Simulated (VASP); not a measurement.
# PbS (Galena) (Fm-3m) in VASP: notebook

PbS (Galena) is run at these levels: PBEsol+D4, SVWN5, LDA; tasks: single point.

Program: VASP 6.6.1. These are calculated values, not measurements. Logs are shortened: lines on timing, memory, paths and dates and some standing lists are left out, and cuts for length are marked.

## (1) The cell of the first run

The structure is cubic, space group Fm-3m (No. 225). Conventional cell: a = 5.810 Å, b = 5.810 Å, c = 5.810 Å, α = 90.00°, β = 90.00°, γ = 90.00°. Pb (site symmetry m-3m) has 6 S at 2.91 Å within 3.8 Å. S (site symmetry m-3m) has 6 Pb at 2.91 Å within 3.8 Å.

## (2) Single point, PBEsol+D4

File INCAR:

```
PREC     = Accurate       # precision mode
ENCUT    = 520            # plane-wave cutoff, eV
EDIFF    = 1E-7           # SCF threshold, eV
ISMEAR   = -1             # smearing method
SIGMA    = 0.05           # smearing width, eV
LREAL    = False          # projectors in reciprocal space
LASPH    = True           # aspherical terms in the spheres
NELM     = 80             # most SCF steps
ALGO     = Normal         # electronic algorithm
ISIF     = 2              # what is computed and relaxed
LWAVE    = False          # write WAVECAR
LCHARG   = True           # write CHGCAR
GGA      = PS             # functional
IVDW     = 13             # dispersion correction
LELF     = True           # ELF
LVHAR    = True         
NBANDS   = 17             # bands
```

File KPOINTS:

```
Automatic mesh
0
Gamma
  8 8 8
```

File POSCAR:

```
PbS
1.0
    0.0000000000      2.9052075019      2.9052075019
    2.9052075019      0.0000000000      2.9052075019
    2.9052075019      2.9052075019      0.0000000000
Pb S
1 1
Direct
    0.0000000000      0.0000000000      0.0000000000
    0.5000000000      0.5000000000      0.5000000000
```

Potentials or basis: VASP PAW PBE potentials, release 64 (Pb_d, S).

Command:

```sh
> cat potpaw_PBE.64/Pb_d/POTCAR potpaw_PBE.64/S/POTCAR > POTCAR
> mpirun -np 1 vasp_std > vasp.out
```

OUTCAR:

```text
PREC = Accurate
   ENCUT = 520
   EDIFF = 1E-7
   ISMEAR = -1
   LREAL = False
   LASPH = True
   NELM = 80
   ISIF = 2
   GGA = PS
   IVDW = 13

 ion  position               nearest neighbor table
   1  0.000  0.000  0.000-   2 2.91   2 2.91   2 2.91   2 2.91   2 2.91   2 2.91
   2  0.500  0.500  0.500-   1 2.91   1 2.91   1 2.91   1 2.91   1 2.91   1 2.91

  LATTYP: Found a face centered cubic cell.
 ALAT       =     5.8104150038

  Lattice vectors:

 A1 = (   0.0000000000,   2.9052075019,   2.9052075019)
 A2 = (   2.9052075019,   0.0000000000,   2.9052075019)
 A3 = (   2.9052075019,   2.9052075019,   0.0000000000)

Analysis of symmetry for initial positions (statically):
=====================================================================
 Subroutine PRICEL returns:
 Original cell was already a primitive cell.

 Routine SETGRP: Setting up the symmetry group for a
 face centered cubic supercell.

 Subroutine GETGRP returns: Found 48 space group operations
[... 9 lines left out ...]

 Routine SETGRP: Setting up the symmetry group for a
 face centered cubic supercell.

 Subroutine GETGRP returns: Found 48 space group operations
[... 11 lines left out ...]
                                     Primitive cell

  volume of cell :      49.0412

  direct lattice vectors                    reciprocal lattice vectors
     0.000000000  2.905207502  2.905207502    -0.172104746  0.172104746  0.172104746
     2.905207502  0.000000000  2.905207502     0.172104746 -0.172104746  0.172104746
     2.905207502  2.905207502  0.000000000     0.172104746  0.172104746 -0.172104746

  length of vectors
     4.108583851  4.108583851  4.108583851     0.298094165  0.298094165  0.298094165

  position of ions in fractional coordinates (direct lattice)
     0.000000000  0.000000000  0.000000000
     0.500000000  0.500000000  0.500000000

  ion indices of the primitive-cell ions
   primitive index   ion index
                 1           1
                 2           2

----------------------------------------------------------------------------------------

 KPOINTS: Automatic mesh

Automatic generation of k-mesh.
 Grid dimensions read from file:
 generate k-points for:    8    8    8

 Generating k-lattice:

  Cartesian coordinates                     Fractional coordinates (reciprocal lattice)
    -0.021513093  0.021513093  0.021513093     0.125000000  0.000000000  0.000000000
     0.021513093 -0.021513093  0.021513093     0.000000000  0.125000000  0.000000000
     0.021513093  0.021513093 -0.021513093     0.000000000  0.000000000  0.125000000

  Length of vectors
     0.037261771  0.037261771  0.037261771

  Shift w.r.t. Gamma in fractional coordinates (k-lattice)
     0.000000000  0.000000000  0.000000000

 Subroutine IBZKPT returns following result:
 ===========================================

 Found     29 irreducible k-points:

 Following reciprocal coordinates:
            Coordinates               Weight
  0.000000  0.000000  0.000000      1.000000
  0.125000  0.000000  0.000000      8.000000
  0.250000  0.000000  0.000000      8.000000
  0.375000  0.000000  0.000000      8.000000
  0.500000  0.000000  0.000000      4.000000
  0.125000  0.125000  0.000000      6.000000
[... 16 lines left out ...]
  0.500000  0.250000  0.125000     48.000000
 -0.375000  0.250000  0.125000     24.000000
 [... further k-points ...]
   k-points           NKPTS =     29   k-points in BZ     NKDIM =     29   number of bands    NBANDS=     17
   number of dos      NEDOS =    301   number of ions     NIONS =      2
   total plane-waves  NPLWV =  32768
   dimension x,y,z NGX =    32 NGY =   32 NGZ =   32
   dimension x,y,z NGXF=    64 NGYF=   64 NGZF=   64
   ions per type =               1   1
   NGX,Y,Z   is equivalent  to a cutoff of  12.95, 12.95, 12.95 a.u.
   NGXF,Y,Z  is equivalent  to a cutoff of  25.90, 25.90, 25.90 a.u.
 SYSTEM =  unknown system
   PREC   = accura    normal or accurate (medium, high low for compatibility)
   ISTART =      0    job   : 0-new  1-cont  2-samecut
   ICHARG =      2    charge: 1-file 2-atom 10-const
   ISPIN  =      1    spin polarized calculation?
   LNONCOLLINEAR =      F non collinear calculations
   LSORBIT =      F    spin-orbit coupling
   LASPH  =      T    aspherical Exc in radial PAW
   ENCUT  =  520.0 eV  38.22 Ry    6.18 a.u.   7.64  7.64  7.64*2*pi/ulx,y,z
   NELM   =     80;   NELMIN=  2; NELMDL= -5     # of ELM steps
   EDIFF  = 0.1E-06   stopping-criterion for ELM
   LREAL  =      F    real-space projection
   EDIFFG = 0.1E-05   stopping-criterion for IOM
   NSW    =      0    number of steps for IOM
   IBRION =     -1    ionic relax: 0-MD 1-quasi-New 2-CG
   NFREE  =      0    steps in history (QN), initial steepest desc. (CG)
   ISIF   =      2    stress and relaxation
   ISYM   =      2    0-nonsym 1-usesym 2-fastsym
   POTIM  = 0.5000    time-step for ionic-motion
   TEBEG  =    0.0;   TEEND  =   0.0 temperature during run
   PSTRESS=    0.0 pullay stress
   NELECT =      20.0000    total number of electrons
   NUPDOWN=      -1.0000    fix difference up-down
   EMIN   =  10.00;   EMAX   =-10.00  energy-range for DOS
   EFERMI =   0.00;   METHOD = LEGACY
   ISMEAR =    -1;   SIGMA  =   0.05  broadening in eV -4-tet -1-fermi 0-gaus
   EFERMI_NEDOS =   21; number of points for ismear=-14 and -15
   IALGO  =     38    algorithm
   IMIX   =      4    mixing-type and parameters
     AMIX     =   0.40;   BMIX     =  1.00
     AMIX_MAG =   1.60;   BMIX_MAG =  1.00
  volume/ion in A,a.u.               =      24.52       165.47
  Fermi-wavevector in a.u.,A,eV,Ry     =   1.214034  2.294192 20.053350  1.473880
  Thomas-Fermi vector in A             =   2.349467
   LORBIT       =      0    0 simple, 1 ext, 2 COOP (PROOUT), +10 PAW based schemes
   GGA     = PS    functional components
   LHFCALC =     F    Hartree Fock is set to
   AEXX    =    0.0000 exact exchange contribution
   IVDW    =    13    specifies the selected vdW correction
   LEPSILON=     F    determine dielectric tensor
   LRPA    =     F    only Hartree local field effects (RPA)
 non-spin polarized calculation
  energy-cutoff  :      520.00
  volume of cell :       49.04
 maximum number of plane-waves:      1363
   NGX = 15   NGY = 15   NGZ = 15

 number of electron      20.0000001 magnetization

 Free energy of the ion-electron system (eV)
  ---------------------------------------------------
  ext. energy  EPLUGINS =         0.00000000
  ---------------------------------------------------
  free energy    TOTEN  =        -9.43559122 eV

  energy without entropy =       -9.43450852  energy(sigma->0) =       -9.43504987

 E-fermi :   6.6112     XC(G=0): -10.1813

 val. band max:        6.6085776061   @ k =   0.5000   0.0000   0.0000
 cond. band min:       6.6139095649   @ k =   0.5000   0.0000   0.0000
 fundamental gap:      0.0053319588
 Fermi energy:         6.6112442132

 k-point     1 :       0.0000    0.0000    0.0000
  band No.  band energies     occupation
      1     -10.3337      2.00000
      2     -10.3337      2.00000
      3     -10.3337      2.00000
      4     -10.3227      2.00000
      5     -10.3227      2.00000
      6      -7.6632      2.00000
[... 9 lines left out ...]
     16      13.0092      0.00000
     17      14.7784      0.00000

 k-point     2 :       0.1250    0.0000    0.0000
  band No.  band energies     occupation
      1     -10.3330      2.00000
      2     -10.3326      2.00000
      3     -10.3326      2.00000
      4     -10.3211      2.00000
      5     -10.3211      2.00000
      6      -7.5147      2.00000
[... 9 lines left out ...]
     16      13.4156      0.00000
     17      16.1296      0.00000

 k-point     3 :       0.2500    0.0000    0.0000
  band No.  band energies     occupation
      1     -10.3457      2.00000
      2     -10.3457      2.00000
      3     -10.3322      2.00000
      4     -10.3017      2.00000
      5     -10.3017      2.00000
      6      -7.0979      2.00000
[... 9 lines left out ...]
     16      14.2936      0.00000
     17      18.4386      0.00000

 k-point     4 :       0.3750    0.0000    0.0000
  band No.  band energies     occupation
      1     -10.3601      2.00000
      2     -10.3601      2.00000
      3     -10.3322      2.00000
      4     -10.2808      2.00000
      5     -10.2808      2.00000
      6      -6.5433      2.00000
[... 9 lines left out ...]
     16      15.5542      0.00000
     17      18.4755      0.00000

 k-point     5 :       0.5000    0.0000    0.0000
  band No.  band energies     occupation
      1     -10.3661      2.00000
      2     -10.3661      2.00000
      3     -10.3324      2.00000
      4     -10.2721      2.00000
      5     -10.2721      2.00000
      6      -6.2332      2.00000
[... 9 lines left out ...]
     16      16.5082      0.00000
     17      17.1288      0.00000

 k-point     6 :       0.1250    0.1250    0.0000
  band No.  band energies     occupation
      1     -10.3401      2.00000
      2     -10.3387      2.00000
      3     -10.3226      2.00000
      4     -10.3226      2.00000
      5     -10.3177      2.00000
      6      -7.4612      2.00000
[... 9 lines left out ...]
     16      14.3136      0.00000
     17      15.7720      0.00000
[... 281 lines left out ...]
 k-point    21 :       0.5000    0.5000    0.0000
  band No.  band energies     occupation
      1     -10.5430      2.00000
      2     -10.3681      2.00000
      3     -10.2891      2.00000
      4     -10.2541      2.00000
      5     -10.2541      2.00000
      6      -5.6690      2.00000
[... 9 lines left out ...]
     16      18.7484      0.00000
     17      18.7484      0.00000

 k-point    22 :       0.3750    0.2500    0.1250
  band No.  band energies     occupation
      1     -10.3918      2.00000
      2     -10.3393      2.00000
      3     -10.3290      2.00000
      4     -10.2960      2.00000
      5     -10.2874      2.00000
      6      -6.7207      2.00000
[... 9 lines left out ...]
     16      16.3560      0.00000
     17      16.7323      0.00000

 k-point    23 :       0.5000    0.2500    0.1250
  band No.  band energies     occupation
      1     -10.4135      2.00000
      2     -10.3393      2.00000
      3     -10.3274      2.00000
      4     -10.2911      2.00000
      5     -10.2761      2.00000
      6      -6.2118      2.00000
[... 9 lines left out ...]
     16      16.7810      0.00000
     17      17.8548      0.00000

 k-point    24 :      -0.3750    0.2500    0.1250
  band No.  band energies     occupation
      1     -10.4214      2.00000
      2     -10.3443      2.00000
      3     -10.3162      2.00000
      4     -10.2973      2.00000
      5     -10.2695      2.00000
      6      -5.9453      2.00000
[... 9 lines left out ...]
     16      17.3904      0.00000
     17      17.6784      0.00000

 [... further k-points ...]

------------------------ aborting loop because EDIFF is reached ----------------------------------------

  DFT-D4 for vdW energy calculation

  Edisp (eV):   -0.46395

  FORCE on cell =-STRESS in cart. coord.  units (eV):
  Direction    XX          YY          ZZ          XY          YZ          ZX
  --------------------------------------------------------------------------------------
  -------------------------------------------------------------------------------------
  Total       0.48633     0.48633     0.48633    -0.00000     0.00000    -0.00000
  in kB      15.88843    15.88843    15.88843    -0.00000     0.00000    -0.00000
  external pressure =       15.89 kB  Pullay stress =        0.00 kB

 VOLUME and BASIS-vectors are now :
 -----------------------------------------------------------------------------
  energy-cutoff  :      520.00
  volume of cell :       49.04
      direct lattice vectors                 reciprocal lattice vectors
     0.000000000  2.905207502  2.905207502    -0.172104746  0.172104746  0.172104746
     2.905207502  0.000000000  2.905207502     0.172104746 -0.172104746  0.172104746
     2.905207502  2.905207502  0.000000000     0.172104746  0.172104746 -0.172104746

 POSITION                                       TOTAL-FORCE (eV/Angst)
 -----------------------------------------------------------------------------------
      0.00000      0.00000      0.00000        -0.000000     -0.000000     -0.000000
      2.90521      2.90521      2.90521         0.000000      0.000000      0.000000
 -----------------------------------------------------------------------------------
    total drift:                                0.000000     -0.000000     -0.000000

  FREE ENERGIE OF THE ION-ELECTRON SYSTEM (eV)
  ---------------------------------------------------
  free  energy   TOTEN  =        -9.8995387575 eV

  energy  without entropy=       -9.8984560546  energy(sigma->0) =       -9.89899741
```

It took 45 s on 1 thread of AMD EPYC 7R13, shared host; peak memory 0.15 GiB.

What came out:

```
Free energy                : -9.8995 eV
Pressure                   : 1.6 GPa
Dispersion energy per atom : -0.232 eV
```

Levels at points of the mesh, in eV from the Fermi level:
```
           k point  band 6  band 7  band 8  band 9  band 10  band 11  band 12  band 13  band 14  band 15
(0.00, 0.00, 0.00)  -14.27   -6.02   -2.57   -2.57    -2.57     5.26     5.26     5.26     6.40     6.40
(0.50, 0.00, 0.00)  -12.84   -9.37   -2.12   -2.12     0.00     0.00     1.66     1.66     8.48     9.90
(0.50, 0.50, 0.00)  -12.28   -7.42   -5.89   -3.97    -3.97     3.36     5.65     5.80     5.80    11.15
```

Caveat: the PAW data sets were made with another functional, which shifts forces and pressure a little; spin-orbit coupling is left out, which moves the levels of the heavy elements; pairwise dispersion overbinds metals, which lowers pressure and volume.

## (3) Single point, SVWN5

File INCAR:

```
SYSTEM = PbS
  PREC = Accurate
  ENCUT = 520
  EDIFF = 1E-6
  ISMEAR = -1
  SIGMA = 0.05
  LREAL = .False.
  LASPH = .True.
  NELM = 80
  ALGO = Normal
  ISIF = 2
  LWAVE = .False.
  LCHARG = .True.
  GGA = VW
  LELF = .True.
  LVHAR = .True.
  NBANDS = 17
```

File KPOINTS:

```
Automatic mesh
0
Gamma
  8 8 8
  0 0 0
```

POSCAR is that of step 2.

Potentials or basis: VASP PAW PBE potentials, release 64 (Pb_d, S).

Command:

```sh
> cat potpaw_PBE.64/Pb_d/POTCAR potpaw_PBE.64/S/POTCAR > POTCAR
> mpirun -np 1 vasp_std > vasp.out
```

Run time: 36 s. Hardware: 1 thread of AMD EPYC 7R13, shared host; peak memory 0.13 GiB.

The run converged. Its results:

| Property | Result |
| --- | --- |
| Free energy | -10.0025 eV |
| Pressure | 1.1 GPa |
| Band gap on the k mesh | zero (filled and empty bands touch) |

Levels at points of the mesh, in eV from the Fermi level:
| k point | band 7 | band 8 | band 9 | band 10 | band 11 | band 12 | band 13 | band 14 |
| --- | --- | --- | --- | --- | --- | --- | --- | --- |
| (0.00, 0.00, 0.00) | -6.08 | -2.52 | -2.52 | -2.52 | 5.19 | 5.19 | 5.19 | 6.48 |
| (0.50, 0.00, 0.00) | -9.41 | -2.06 | -2.06 | 0.00 | 0.00 | 1.64 | 1.64 | 8.52 |
| (0.50, 0.50, 0.00) | -7.50 | -5.85 | -3.92 | -3.92 | 3.44 | 5.63 | 5.74 | 5.74 |

Caveat: the PAW data sets were made with another functional, which shifts forces and pressure a little; spin-orbit coupling is left out, which moves the levels of the heavy elements.

## (4) Single point, LDA

File INCAR:

```
PREC = Accurate ; ENCUT = 520
EDIFF = 1E-7 ; ISMEAR = -1
SIGMA = 0.05 ; LREAL = F
LASPH = T ; NELM = 100
ALGO = Normal ; ISIF = 2
LWAVE = F ; LCHARG = F
GGA = CA ; NBANDS = 17
```

File KPOINTS:

```
regular mesh
0
Gamma
  8 8 8
```

POSCAR is that of step 3.

Potentials or basis: VASP PAW LDA potentials, release 64 (Pb_d, S).

Command:

```sh
> cat potpaw_LDA.64/Pb_d/POTCAR potpaw_LDA.64/S/POTCAR > POTCAR
> mpirun -np 1 vasp_std > vasp.out
```

Wall time 44 s (1 thread of AMD EPYC 7R13, shared host); peak memory 0.13 GiB.

It converged, with:

```
Free energy : -9.9962 eV
Pressure    : 1.2 GPa
```

Levels at points of the mesh, in eV from the Fermi level:
| k point | band 6 | band 7 | band 8 | band 9 | band 10 | band 11 | band 12 | band 13 | band 14 | band 15 |
| --- | --- | --- | --- | --- | --- | --- | --- | --- | --- | --- |
| (0.00, 0.00, 0.00) | -14.22 | -6.03 | -2.54 | -2.54 | -2.54 | 5.19 | 5.19 | 5.19 | 6.42 | 6.42 |
| (0.50, 0.00, 0.00) | -12.77 | -9.38 | -2.08 | -2.08 | -0.02 | 0.02 | 1.63 | 1.63 | 8.49 | 9.91 |
| (0.50, 0.50, 0.00) | -12.21 | -7.44 | -5.87 | -3.94 | -3.94 | 3.39 | 5.61 | 5.74 | 5.74 | 11.18 |

Caveat: spin-orbit coupling is left out, which moves the levels of the heavy elements.

## (5) Single point, PBEsol+D4

This run uses another cell than the first one, of 25.04 Å³/atom, 1.021 times its volume.

File INCAR:

```
SYSTEM = PbS
  ALGO = Normal
  EDIFF = 1E-6
  ENCUT = 520
  GGA = PS
  ISIF = 2
  ISMEAR = -1
  IVDW = 13
  LASPH = .True.
  LCHARG = .False.
  LREAL = .False.
  LWAVE = .False.
  NBANDS = 17
  NELM = 100
  PREC = Accurate
  SIGMA = 0.05
```

File KPOINTS:

```
k-points
0
Gamma
  8 8 8
  0 0 0
```

File POSCAR:

```
PbS
1.0
    0.0000000000      2.9256673838      2.9256673838
    2.9256673838      0.0000000000      2.9256673838
    2.9256673838      2.9256673838      0.0000000000
Pb S
1 1
Direct
    0.0000000000      0.0000000000      0.0000000000
    0.5000000000      0.5000000000      0.5000000000
```

Potentials or basis: VASP PAW PBE potentials, release 64 (Pb_d, S).

Command:

```sh
> cat potpaw_PBE.64/Pb_d/POTCAR potpaw_PBE.64/S/POTCAR > POTCAR
> mpirun -np 1 vasp_std > vasp.out
```

It took 42 s on 1 thread of AMD EPYC 7R13, shared host; peak memory 0.15 GiB.

Results (log left out):

```
Free energy                : -9.9058 eV
Pressure                   : 0.2 GPa
Band gap on the k mesh     : 0.09 eV, direct
Dispersion energy per atom : -0.227 eV
```

Levels at points of the mesh, in eV from the valence-band top:
```tsv
k point	band 8	band 9	band 10	band 11	band 12	band 13
(0.00, 0.00, 0.00)	-2.43	-2.43	-2.43	5.23	5.23	5.23
(0.50, 0.00, 0.00)	-2.00	-2.00	0.00	0.09	1.75	1.75
(0.50, 0.50, 0.00)	-5.67	-3.79	-3.79	3.49	5.61	5.75
```

Caveat: the PAW data sets were made with another functional, which shifts forces and pressure a little; spin-orbit coupling is left out, which moves the levels of the heavy elements. A k mesh can miss the band edges.

## (6) Overview

```csv
level,potentials or basis,cell,gap on the mesh (eV),pressure (GPa)
PBEsol+D4,"VASP PAW PBE potentials, release 64 (Pb_d, S)","a = 4.109 Å, angles 60.0°, 2 atoms",-,1.6
SVWN5,"VASP PAW PBE potentials, release 64 (Pb_d, S)","a = 4.109 Å, angles 60.0°, 2 atoms",none,1.1
LDA,"VASP PAW LDA potentials, release 64 (Pb_d, S)","a = 4.109 Å, angles 60.0°, 2 atoms",-,1.2
PBEsol+D4,"VASP PAW PBE potentials, release 64 (Pb_d, S)","a = 4.138 Å, angles 60.0°, 2 atoms",0.09,0.2
```

Alike in all rows: task single point; no spin polarisation; k mesh 8 × 8 × 8; cutoff (eV) 520; smearing fermi-dirac 0.05 eV.

Caveats: spin-orbit coupling is left out, which moves the levels of the heavy elements; the PAW data sets were made with another functional, which shifts forces and pressure a little (some runs); pairwise dispersion overbinds metals, which lowers pressure and volume (some runs).

Total energies depend on the potentials used, so only differences within one code and one set of settings carry meaning.
